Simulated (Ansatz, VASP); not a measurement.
## Two plane-wave programs on HfO2

```
Hf O
1.0
     3.61636    0.00000    0.00000
     0.00000    3.61636    0.00000
     0.00000    0.00000    5.25666
Hf O
2 4
Cartesian
  1.8082 1.8082 2.6283
  0.0000 0.0000 0.0000
  0.0000 1.8082 3.6650
  1.8082 0.0000 4.2200
  1.8082 0.0000 1.5917
  0.0000 1.8082 1.0367
```

Alike in both runs: task single point; functional PBE; k mesh 6 × 6 × 4; no spin polarisation.

|  | VASP | Ansatz |
| --- | --- | --- |
| version | VASP 6.6.1 | Ansatz 0.2.0 |
| potentials or method | VASP PAW PBE potentials, release 64 (Hf_pv, O), cutoff 520 eV | plane waves, PAW |
| occupations | gaussian, width 0.01 eV | fixed |
| valence electrons in the cell | 44 | 76 |

Ansatz gave:

* pressure (GPa): -2.3
* traceless stress, the component that is largest in VASP (GPa): 0.42

**Question.** Which values does VASP return?

**Answer.** Pressure (GPa): -5.5; traceless stress, the component that is largest in VASP (GPa): 0.54.

VASP's potentials hold 44 valence electrons a cell and Ansatz's 76, so a difference there can come from the potentials and not from the codes.

Spin-orbit coupling is off throughout.
